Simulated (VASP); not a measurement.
Runs of VASP 6.6.1 on NaF. The structure is that of space group I4/mmm (No. 139), or close to it. The cells are those of the table. 

```csv
cell,gap on the mesh (eV),pressure (GPa)
"a = 3.265, b = 3.265, c = 3.331 Å, angles 59.3, 59.3, 61.3°, 2 atoms",7.12,(b)
"a = 3.415, b = 3.415, c = 3.092 Å, angles 63.1, 63.1, 53.8°, 2 atoms",7.02,1.6
"a = 3.219, b = 3.219, c = 3.469 Å, angles 57.4, 57.4, 65.2°, 2 atoms",7.03,(a)
"a = 3.585, b = 3.585, c = 2.927 Å, angles 65.9, 65.9, 48.2°, 2 atoms",(c),10.9
"a = 3.491, b = 3.491, c = 3.011 Å, angles 64.5, 64.5, 51.1°, 2 atoms",6.90,5.6
```

Alike in all rows: task single point; level r2SCAN; potentials or basis VASP PAW PBE potentials, release 64 (Na_pv, F); no spin polarisation; k mesh 10 × 10 × 10; cutoff (eV) 520; smearing gaussian 0.05 eV.

Task: Fill in the values left out.

Result: (a) 1.8; (b) -2.1; (c) 6.74.

Caveats: the PAW data sets were made with another functional, which shifts forces and pressure a little; the cell stands under pressure (at least some runs).

A k mesh can miss the band edges.
